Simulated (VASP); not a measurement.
CdSe:

```
CELL_PARAMETERS angstrom
0.00000 2.87396 2.87396
2.87396 0.00000 2.87396
2.87396 2.87396 0.00000
ATOMIC_POSITIONS crystal
Cd 0.00000 0.00000 0.00000
Se 0.50000 0.50000 0.50000
```

```yaml
Program: VASP 6.6.1
Task: relaxation of cell and atoms
Functional: PBEsol
Dispersion: D3(BJ)
Potentials_or_basis: VASP PAW PBE potentials, release 64 (Cd, Se)
Cutoff: 600 eV
k_mesh: 8 × 8 × 8
Occupations: fermi-dirac, width 0.05 eV
Spin: no spin polarisation
```

At the start: pressure -5.9 GPa; volume 23.74 Å³/atom.

Task: Where does the relaxation end?

Result: Over 3 steps the energy falls by 43.2 meV/atom and the volume is 21.60 Å³/atom (-9.0 %); space group Fm-3m (No. 225, to 0.05 Å).

Step by step:
| step | energy change (eV) | largest force (eV/Å) | pressure (GPa) | volume (Å³) |
| --- | --- | --- | --- | --- |
| 1 | 0.0000 | 0.0000 | -5.89 | 47.48 |
| 2 | -0.0730 | 0.0000 | 3.01 | 41.73 |
| 3 | -0.0864 | 0.0000 | 0.00 | 43.20 |

Final structure:
```
Cd Se
1.0
     0.00000    2.78500    2.78500
     2.78500    0.00000    2.78500
     2.78500    2.78500    0.00000
Cd Se
1 1
Direct
  0.00000 0.00000 0.00000
  0.50000 0.50000 0.50000
```

Caveat: the PAW data sets were made with another functional, which shifts forces and pressure a little; pairwise dispersion overbinds metals, which lowers pressure and volume.
